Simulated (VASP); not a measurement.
# PbSe (I-4m2) in VASP: a series of runs

The runs below take PbSe through single point, with r2SCAN, HSE06.

Program: VASP 6.6.1. These are calculated values, not measurements. Logs are shortened: lines on timing, memory, paths and dates and some standing lists are left out, and cuts for length are marked.

**1. The cell of the first run**

The structure is tetragonal, space group I-4m2 (No. 119). Conventional cell: a = 5.130 Å, b = 5.130 Å, c = 6.846 Å, α = 90.00°, β = 90.00°, γ = 90.00°. Within 4.1 Å of Pb (site symmetry -4m2) lie 4 Se at 3.08 Å. Se (site symmetry -4m2) has 4 Pb at 3.08 Å within 4.1 Å.

**2. Single point, r2SCAN (biaxial xy strain +6.0%)**

POSCAR reads:

```
PbSe
1.0
    0.0000000000      3.6275694272      3.4232041400
    3.6275694272      0.0000000000      3.4232041400
    3.6275694272      3.6275694272      0.0000000000
Pb Se
1 1
Direct
    0.0000000000      0.0000000000      0.0000000000
    0.2500000000      0.2500000000      0.2500000000
```

INCAR.step1 reads:

```
SYSTEM = PbSe
PREC = Accurate ; ENCUT = 520
ISMEAR = 0 ; SIGMA = 0.01
LREAL = .False. ; LASPH = .True.
NELM = 80 ; NBANDS = 17
GGA = PE ; ALGO = Normal
EDIFF = 1E-4 ; LWAVE = .True.
LCHARG = .False.
```

INCAR.step2 reads:

```
SYSTEM = PbSe
PREC = Accurate ; ENCUT = 520
EDIFF = 1E-7 ; ISMEAR = 0
SIGMA = 0.01 ; LREAL = .False.
LASPH = .True. ; NELM = 80
ALGO = Normal ; ISIF = 2
LWAVE = .False. ; LCHARG = .False.
METAGGA = R2SCAN ; LMIXTAU = .True.
NBANDS = 17 ; ISTART = 1
```

KPOINTS reads:

```
regular mesh
0
Gamma
  6 6 6
  0 0 0
```

Potentials or basis: VASP PAW PBE potentials, release 64 (Pb_d, Se).

Run with:

```sh
cat potpaw_PBE.64/Pb_d/POTCAR potpaw_PBE.64/Se/POTCAR > POTCAR
cp INCAR.step1 INCAR
mpirun -np 1 vasp_std > vasp.out
cp INCAR.step2 INCAR
mpirun -np 1 vasp_std > vasp.out
```

OUTCAR:

```text
SYSTEM = PbSe
   PREC = Accurate
   ENCUT = 520
   EDIFF = 1E-7
   ISMEAR = 0
   LREAL = .False.
   LASPH = .True.
   NELM = 80
   ISIF = 2
   METAGGA = R2SCAN
   ISTART = 1

 ion  position               nearest neighbor table
   1  0.000  0.000  0.000-   2 3.08   2 3.08   2 3.08   2 3.08
   2  0.250  0.250  0.250-   1 3.08   1 3.08   1 3.08   1 3.08

  LATTYP: Found a body centered tetragonal cell.
 ALAT       =     5.1301578824
 C/A-ratio  =     1.3345414385

  Lattice vectors:

 A1 = (   0.0000000000,  -3.6275694272,  -3.4232041400)
 A2 = (   0.0000000000,   3.6275694272,  -3.4232041400)
 A3 = (   3.6275694272,   0.0000000000,   3.4232041400)

Analysis of symmetry for initial positions (statically):
=====================================================================
 Subroutine PRICEL returns:
 Original cell was already a primitive cell.

 Routine SETGRP: Setting up the symmetry group for a
 body centered tetragonal supercell.

 Subroutine GETGRP returns: Found  8 space group operations
 (whereof  8 operations were pure point group operations)
 out of a pool of 16 trial point group operations.

The static configuration has the point symmetry D_2d.

Analysis of symmetry for dynamics (positions and initial velocities):
=====================================================================
 Subroutine PRICEL returns:
 Original cell was already a primitive cell.

 Routine SETGRP: Setting up the symmetry group for a
 body centered tetragonal supercell.

 Subroutine GETGRP returns: Found  8 space group operations
 (whereof  8 operations were pure point group operations)
 out of a pool of 16 trial point group operations.

The dynamic configuration has the point symmetry D_2d.

 Subroutine INISYM returns: Found  8 space group operations
 (whereof  8 operations are pure point group operations),
 and found     1 'primitive' translations

----------------------------------------------------------------------------------------

                                     Primitive cell

  volume of cell :      90.0937

  direct lattice vectors                    reciprocal lattice vectors
     0.000000000  3.627569427  3.423204140    -0.137833337  0.137833337  0.146061987
     3.627569427  0.000000000  3.423204140     0.137833337 -0.137833337  0.146061987
     3.627569427  3.627569427  0.000000000     0.137833337  0.137833337 -0.146061987

  length of vectors
     4.987743631  4.987743631  5.130157882     0.243577835  0.243577835  0.243577835

  position of ions in fractional coordinates (direct lattice)
     0.000000000  0.000000000  0.000000000
     0.250000000  0.250000000  0.250000000

  ion indices of the primitive-cell ions
   primitive index   ion index
                 1           1
                 2           2

----------------------------------------------------------------------------------------

 KPOINTS: regular mesh

Automatic generation of k-mesh.
 Grid dimensions read from file:
 generate k-points for:    6    6    6

 Generating k-lattice:

  Cartesian coordinates                     Fractional coordinates (reciprocal lattice)
    -0.022972223  0.022972223  0.024343665     0.166666667  0.000000000  0.000000000
     0.022972223 -0.022972223  0.024343665     0.000000000  0.166666667  0.000000000
     0.022972223  0.022972223 -0.024343665     0.000000000  0.000000000  0.166666667

  Length of vectors
     0.040596306  0.040596306  0.040596306

  Shift w.r.t. Gamma in fractional coordinates (k-lattice)
     0.000000000  0.000000000  0.000000000

 Subroutine IBZKPT returns following result:
 ===========================================

 Found     30 irreducible k-points:

 Following reciprocal coordinates:
            Coordinates               Weight
  0.000000  0.000000  0.000000      1.000000
  0.166667  0.000000  0.000000      8.000000
  0.333333  0.000000  0.000000      8.000000
  0.500000  0.000000  0.000000      4.000000
  0.166667  0.166667  0.000000      2.000000
  0.333333  0.166667  0.000000      8.000000
[... 16 lines left out ...]
  0.333333  0.000000  0.333333      4.000000
  0.500000 -0.000000  0.333333     16.000000
 [... further k-points ...]
   k-points           NKPTS =     30   k-points in BZ     NKDIM =     30   number of bands    NBANDS=     17
   number of dos      NEDOS =    301   number of ions     NIONS =      2
   total plane-waves  NPLWV =  64000
   dimension x,y,z NGX =    40 NGY =   40 NGZ =   40
   dimension x,y,z NGXF=    80 NGYF=   80 NGZF=   80
   ions per type =               1   1
   NGX,Y,Z   is equivalent  to a cutoff of  13.33, 13.33, 12.96 a.u.
   NGXF,Y,Z  is equivalent  to a cutoff of  26.66, 26.66, 25.92 a.u.
 SYSTEM =  PbSe
   PREC   = accura    normal or accurate (medium, high low for compatibility)
   ISTART =      1    job   : 0-new  1-cont  2-samecut
   ICHARG =      0    charge: 1-file 2-atom 10-const
   ISPIN  =      1    spin polarized calculation?
   LNONCOLLINEAR =      F non collinear calculations
   LSORBIT =      F    spin-orbit coupling
   LASPH  =      T    aspherical Exc in radial PAW
   ENCUT  =  520.0 eV  38.22 Ry    6.18 a.u.   9.27  9.27  9.54*2*pi/ulx,y,z
   NELM   =     80;   NELMIN=  2; NELMDL=  0     # of ELM steps
   EDIFF  = 0.1E-06   stopping-criterion for ELM
   LREAL  =      F    real-space projection
   EDIFFG = 0.1E-05   stopping-criterion for IOM
   NSW    =      0    number of steps for IOM
   IBRION =     -1    ionic relax: 0-MD 1-quasi-New 2-CG
   NFREE  =      0    steps in history (QN), initial steepest desc. (CG)
   ISIF   =      2    stress and relaxation
   ISYM   =      2    0-nonsym 1-usesym 2-fastsym
   POTIM  = 0.5000    time-step for ionic-motion
   TEBEG  =    0.0;   TEEND  =   0.0 temperature during run
   PSTRESS=    0.0 pullay stress
   NELECT =      20.0000    total number of electrons
   NUPDOWN=      -1.0000    fix difference up-down
   EMIN   =  10.00;   EMAX   =-10.00  energy-range for DOS
   EFERMI =   0.00;   METHOD = LEGACY
   ISMEAR =     0;   SIGMA  =   0.01  broadening in eV -4-tet -1-fermi 0-gaus
   EFERMI_NEDOS =   21; number of points for ismear=-14 and -15
   IALGO  =     38    algorithm
   IMIX   =      4    mixing-type and parameters
     AMIX     =   0.40;   BMIX     =  1.00
     AMIX_MAG =   1.60;   BMIX_MAG =  1.00
  volume/ion in A,a.u.               =      45.05       303.99
  Fermi-wavevector in a.u.,A,eV,Ry     =   0.991258  1.873206 13.368984  0.982593
  Thomas-Fermi vector in A             =   2.122987
   LORBIT       =      0    0 simple, 1 ext, 2 COOP (PROOUT), +10 PAW based schemes
   METAGGA = R2SCAN    functional components
   LHFCALC =     F    Hartree Fock is set to
   AEXX    =    0.0000 exact exchange contribution
   IVDW    =     0    specifies the selected vdW correction
   LEPSILON=     F    determine dielectric tensor
   LRPA    =     F    only Hartree local field effects (RPA)
 non-spin polarized calculation
 Gauss-broadening in eV      SIGMA  =   0.01
  energy-cutoff  :      520.00
  volume of cell :       90.09
 maximum number of plane-waves:      2469
 NGX is ok and might be reduce to    40
   NGX = 19   NGY = 19   NGZ = 19

 number of electron      20.0000001 magnetization

 Free energy of the ion-electron system (eV)
  ---------------------------------------------------
  ext. energy  EPLUGINS =         0.00000000
  ---------------------------------------------------
  free energy    TOTEN  =       -71.34047353 eV

  energy without entropy =      -71.34047353  energy(sigma->0) =      -71.34047353

 E-fermi :   1.2185     XC(G=0):  -7.7606

 val. band max:        1.1453272286   @ k =  -0.3333   0.1667   0.5000
 cond. band min:       2.1417932782   @ k =   0.5000   0.5000   0.0000
 fundamental gap:      0.9964660496
 Fermi energy:         1.2184829543

 k-point     1 :       0.0000    0.0000    0.0000
  band No.  band energies     occupation
      1     -16.1848      2.00000
      2     -16.1848      2.00000
      3     -16.1705      2.00000
      4     -16.1692      2.00000
      5     -16.1545      2.00000
      6     -11.4518      2.00000
[... 9 lines left out ...]
     16      10.1271      0.00000
     17      10.2833      0.00000

 k-point     2 :       0.1667    0.0000    0.0000
  band No.  band energies     occupation
      1     -16.1866      2.00000
      2     -16.1832      2.00000
      3     -16.1712      2.00000
      4     -16.1688      2.00000
      5     -16.1542      2.00000
      6     -11.3498      2.00000
[... 9 lines left out ...]
     16       9.2558      0.00000
     17       9.9850      0.00000

 k-point     3 :       0.3333    0.0000    0.0000
  band No.  band energies     occupation
      1     -16.1920      2.00000
      2     -16.1805      2.00000
      3     -16.1725      2.00000
      4     -16.1666      2.00000
      5     -16.1532      2.00000
      6     -11.1214      2.00000
[... 9 lines left out ...]
     16       9.2959      0.00000
     17       9.8928      0.00000

 k-point     4 :       0.5000    0.0000    0.0000
  band No.  band energies     occupation
      1     -16.1950      2.00000
      2     -16.1794      2.00000
      3     -16.1731      2.00000
      4     -16.1651      2.00000
      5     -16.1525      2.00000
      6     -10.9913      2.00000
[... 9 lines left out ...]
     16       9.8747      0.00000
     17       9.8796      0.00000
[... 343 lines left out ...]
      1     -16.1979      2.00000
      2     -16.1731      2.00000
      3     -16.1728      2.00000
      4     -16.1711      2.00000
      5     -16.1510      2.00000
      6     -10.8011      2.00000
[... 9 lines left out ...]
     16      10.8252      0.00000
     17      10.8807      0.00000

 k-point    23 :       0.3333    0.0000    0.3333
  band No.  band energies     occupation
      1     -16.2028      2.00000
      2     -16.1747      2.00000
      3     -16.1687      2.00000
      4     -16.1637      2.00000
      5     -16.1545      2.00000
      6     -11.0098      2.00000
[... 9 lines left out ...]
     16      10.9605      0.00000
     17      12.1223      0.00000

 k-point    24 :       0.5000   -0.0000    0.3333
  band No.  band energies     occupation
      1     -16.2049      2.00000
      2     -16.1735      2.00000
      3     -16.1689      2.00000
      4     -16.1632      2.00000
      5     -16.1541      2.00000
      6     -10.8714      2.00000
[... 9 lines left out ...]
     16      10.6288      0.00000
     17      11.6938      0.00000

 [... further k-points ...]

------------------------ aborting loop because EDIFF is reached ----------------------------------------

  FORCE on cell =-STRESS in cart. coord.  units (eV):
  Direction    XX          YY          ZZ          XY          YZ          ZX
  --------------------------------------------------------------------------------------
  -------------------------------------------------------------------------------------
  Total       -1.8463984     -1.8463984     -1.5900961      0.0000000      0.0000000      0.0000000
  in kB      -32.8353564    -32.8353564    -28.2774148      0.0000000      0.0000000      0.0000000
  external PRESSURE =     -31.3160426 kB  Pullay stress =       0.0000000 kB

 VOLUME and BASIS-vectors are now :
 -----------------------------------------------------------------------------
  energy-cutoff  :      520.00
  volume of cell :       90.09
      direct lattice vectors                 reciprocal lattice vectors
     0.000000000  3.627569427  3.423204140    -0.137833337  0.137833337  0.146061987
     3.627569427  0.000000000  3.423204140     0.137833337 -0.137833337  0.146061987
     3.627569427  3.627569427  0.000000000     0.137833337  0.137833337 -0.146061987

 POSITION                                       TOTAL-FORCE (eV/Angst)
 -----------------------------------------------------------------------------------
      0.00000      0.00000      0.00000         0.000000      0.000000      0.000000
      1.81378      1.81378      1.71160        -0.000000     -0.000000     -0.000000
 -----------------------------------------------------------------------------------
    total drift:                                0.000000      0.000000      0.000000

  FREE ENERGIE OF THE ION-ELECTRON SYSTEM (eV)
  ---------------------------------------------------
  free  energy   TOTEN  =       -71.3404735329 eV

  energy  without entropy=      -71.3404735329  energy(sigma->0) =      -71.34047353
```

Run time: 2.8 min. Hardware: 1 thread of Intel Xeon Platinum 8259CL at 2.50GHz (Skylake/Cascade Lake), shared host; peak memory 0.28 GiB.

Results:

* Free energy: -71.3405 eV
* Pressure: -3.1 GPa
* Band gap on the k mesh: 1.00 eV (least direct gap 1.45 eV)

Caveat: the cell differs from its parent crystal (biaxial xy strain +6.0%); the cell stands under tension; the PAW data sets were made with another functional, which shifts forces and pressure a little; spin-orbit coupling is left out, which moves the levels of the heavy elements. A k mesh can miss the band edges.

**3. Single point, HSE06 (biaxial xy strain +6.0%)**

POSCAR is that of step 2.

INCAR.step1 reads:

```
SYSTEM = PbSe
ALGO = Normal
EDIFF = 1E-5
ENCUT = 520
GGA = PE
ISIF = 2
ISMEAR = 0
LASPH = .TRUE.
LCHARG = .FALSE.
LREAL = .FALSE.
LWAVE = .TRUE.
NBANDS = 17
NELM = 80
PREC = Accurate
SIGMA = 0.01
```

INCAR.step2 reads:

```
SYSTEM = PbSe
ALGO = Normal
EDIFF = 1E-6
ENCUT = 520
GGA = PE
HFSCREEN = 0.2079
ISIF = 2
ISMEAR = 0
ISTART = 1
LASPH = .TRUE.
LCHARG = .FALSE.
LHFCALC = .TRUE.
LREAL = .FALSE.
LWAVE = .FALSE.
NBANDS = 17
NELM = 80
PREC = Accurate
PRECFOCK = Normal
SIGMA = 0.01
```

KPOINTS reads:

```
k-points
0
G
  4 4 4
  0 0 0
```

Potentials or basis: VASP PAW PBE potentials, release 64 (Pb_d, Se).

Run with:

```sh
cat potpaw_PBE.64/Pb_d/POTCAR potpaw_PBE.64/Se/POTCAR > POTCAR
cp INCAR.step1 INCAR
mpirun -np 1 vasp_std > vasp.out
cp INCAR.step2 INCAR
mpirun -np 1 vasp_std > vasp.out
```

OUTCAR:

```text
SYSTEM = PbSe
   EDIFF = 1E-6
   ENCUT = 520
   GGA = PE
   HFSCREEN = 0.2079
   ISIF = 2
   ISMEAR = 0
   ISTART = 1
   LASPH = .TRUE.
   LHFCALC = .TRUE.
   LREAL = .FALSE.
   NELM = 80
   PREC = Accurate
   PRECFOCK = Normal

 ion  position               nearest neighbor table
   1  0.000  0.000  0.000-   2 3.08   2 3.08   2 3.08   2 3.08
   2  0.250  0.250  0.250-   1 3.08   1 3.08   1 3.08   1 3.08

  LATTYP: Found a body centered tetragonal cell.
 ALAT       =     5.1301578824
 C/A-ratio  =     1.3345414385
[... 446 lines left out ...]

  FORCE on cell =-STRESS in cart. coord.  units (eV):
  Direction    XX          YY          ZZ          XY          YZ          ZX
  --------------------------------------------------------------------------------------
  -------------------------------------------------------------------------------------
  Total       -1.8252018     -1.8252018     -1.5315821      0.0000000     -0.0000000     -0.0000000
  in kB      -32.4584073    -32.4584073    -27.2368335      0.0000000     -0.0000000     -0.0000000
  external PRESSURE =     -30.7178827 kB  Pullay stress =       0.0000000 kB

 VOLUME and BASIS-vectors are now :
 -----------------------------------------------------------------------------
  energy-cutoff  :      520.00
  volume of cell :       90.09
      direct lattice vectors                 reciprocal lattice vectors
     0.000000000  3.627569427  3.423204140    -0.137833337  0.137833337  0.146061987
     3.627569427  0.000000000  3.423204140     0.137833337 -0.137833337  0.146061987
     3.627569427  3.627569427  0.000000000     0.137833337  0.137833337 -0.146061987

 POSITION                                       TOTAL-FORCE (eV/Angst)
 -----------------------------------------------------------------------------------
      0.00000      0.00000      0.00000         0.000000      0.000000     -0.000000
      1.81378      1.81378      1.71160        -0.000000     -0.000000      0.000000
 -----------------------------------------------------------------------------------
    total drift:                               -0.000002     -0.000001     -0.000003

  FREE ENERGIE OF THE ION-ELECTRON SYSTEM (eV)
  ---------------------------------------------------
  free  energy   TOTEN  =        -9.2078478369 eV

  energy  without entropy=       -9.2078478369  energy(sigma->0) =       -9.20784784
```

OSZICAR.step1:

```text
N       E                     dE             d eps       ncg     rms          rms(c)
DAV:   1     0.163369234930E+03    0.16337E+03   -0.90886E+03   442   0.106E+03
DAV:   2     0.648299436919E+01   -0.15689E+03   -0.15209E+03   479   0.284E+02
DAV:   3    -0.790526986281E+01   -0.14388E+02   -0.14304E+02   528   0.944E+01
DAV:   4    -0.831094513086E+01   -0.40568E+00   -0.40531E+00   568   0.199E+01
DAV:   5    -0.832424913815E+01   -0.13304E-01   -0.13303E-01   578   0.351E+00    0.299E+00
DAV:   6    -0.776911092815E+01    0.55514E+00   -0.16659E+00   658   0.657E+00    0.152E+00
DAV:   7    -0.776831687123E+01    0.79406E-03   -0.15066E-01   476   0.165E+00    0.856E-01
DAV:   8    -0.777471171105E+01   -0.63948E-02   -0.20017E-02   486   0.144E+00    0.182E-01
DAV:   9    -0.777467499856E+01    0.36712E-04   -0.67857E-03   607   0.567E-01    0.110E-01
DAV:  10    -0.777523856718E+01   -0.56357E-03   -0.78908E-04   456   0.174E-01    0.290E-02
DAV:  11    -0.777535694224E+01   -0.11838E-03   -0.19524E-04   522   0.108E-01    0.120E-02
DAV:  12    -0.777537760000E+01   -0.20658E-04   -0.35145E-05   474   0.501E-02    0.499E-03
DAV:  13    -0.777537967734E+01   -0.20773E-05   -0.21337E-06   465   0.140E-02
   1 F= -.77753797E+01 E0= -.77753797E+01  d E =-.488960E-29
```

It took 23 min on 1 thread of Intel Xeon Platinum 8259CL at 2.50GHz (Skylake/Cascade Lake), shared host; peak memory 0.35 GiB.

What came out:

* Free energy: -9.2078 eV
* Pressure: -3.1 GPa
* Band gap on the k mesh: 1.18 eV (least direct gap 1.76 eV)

Stress tensor (GPa, compression positive):
```
-3.25  0.00  0.00
 0.00 -3.25  0.00
 0.00  0.00 -2.72
```

Levels at points of the mesh, in eV from the valence-band top:
```csv
k point,band 8,band 9,band 10,band 11,band 12,band 13
"(0.00, 0.00, 0.00)",-1.66,-1.66,-1.48,2.55,2.72,2.72
"(0.50, 0.00, 0.00)",-2.18,-1.98,-1.91,3.35,3.40,3.91
"(0.50, 0.50, 0.00)",-2.84,-2.84,-0.65,1.18,5.18,5.18
"(0.50, 0.00, 0.50)",-2.65,-2.65,-0.48,1.28,4.99,5.18
```

Caveat: the cell differs from its parent crystal (biaxial xy strain +6.0%); the cell stands under tension; the PAW data sets were made with another functional, which shifts forces and pressure a little; spin-orbit coupling is left out, which moves the levels of the heavy elements. A k mesh can miss the band edges.
